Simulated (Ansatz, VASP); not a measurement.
## Two plane-wave programs on AlGaN2

```
CELL_PARAMETERS angstrom
3.15658 0.00000 0.00000
0.00000 3.15658 0.00000
0.00000 0.00000 4.42384
ATOMIC_POSITIONS crystal
Al 0.50000 0.50000 0.50000
Ga 0.00000 0.00000 0.00000
N 0.50000 0.00000 0.73826
N 0.00000 0.50000 0.26174
```

Change from the starting cell: strain +0.0050 x Voigt [1, 1, 0, 0, 0, 0], atoms carried along.

Alike in both runs: task single point; functional LDA; k mesh 8 × 8 × 6; occupations gaussian, width 0.05 eV; no spin polarisation.

```csv
,VASP,Ansatz
version,VASP 6.6.1,Ansatz 0.2.0
potentials or method,"VASP PAW LDA potentials, release 64 (Al, Ga_d, N), cutoff 520 eV","scalar-relativistic, plane waves, PAW"
valence electrons in the cell,26,26
```

Ansatz gave:

* gap on the k mesh at the Fermi level (eV): 2.79
* least direct gap on the mesh (eV): 2.79
* pressure (GPa): -6.8
* traceless stress, the component that is largest in VASP (GPa): 0.33
* rms of the force components (eV/Å): 0.075

Q: Estimate VASP's values.

A: gap on the k mesh at the Fermi level (eV): 2.80; least direct gap on the mesh (eV): 2.80; pressure (GPa): -6.0; traceless stress, the component that is largest in VASP (GPa): 0.34; rms of the force components (eV/Å): 0.064.

LDA's correlation is that of Perdew and Zunger in VASP and of Perdew and Wang (1992) in Ansatz. Atom by atom the forces differ by 0.011 eV/Å (rms over components).
